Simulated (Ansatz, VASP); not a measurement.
## ZnSe7 in VASP and in Ansatz

```
Zn Se
1.0
     3.89609    0.00000    0.00000
    -1.94805    3.37412    0.00000
     0.00000    0.00000   15.05076
Zn Se
1 7
Direct
  0.00000 0.00000 0.14697
  0.00000 0.00000 0.97330
  0.33333 0.66667 0.19993
  0.33333 0.66667 0.87253
  0.00000 0.00000 0.49752
  0.33333 0.66667 0.59921
  0.66667 0.33333 0.39792
  0.66667 0.33333 0.77162
```

Alike in both runs: functional PBE; k mesh 5 × 5 × 2; occupations gaussian, width 0.2 eV; no spin polarisation.

Ansatz relaxed the structure, and its values are those at the end. VASP's run is a single point on that final structure, the one shown.

```csv
,VASP,Ansatz
version,VASP 6.6.1,Ansatz 0.2.0
potentials or method,"VASP PAW PBE potentials, release 64 (Zn, Se), cutoff 520 eV","scalar-relativistic, plane waves, PAW"
valence electrons in the cell,54,124
```

|  | VASP | Ansatz | Ansatz less VASP |
| --- | --- | --- | --- |
| gap on the k mesh at the Fermi level (eV) | none | none | - |
| pressure (GPa) | 0.4 | 0.3 | -0.08 |
| rms of the force components (eV/Å) | 0.032 | 0.028 | -0.0034 |

A gap of «none» marks a metal or a gap that the smearing closes. VASP's potentials hold 54 valence electrons a cell and Ansatz's 124, so a difference there can come from the potentials and not from the codes.

The k mesh is coarse, so the values compare programs but aren't converged.
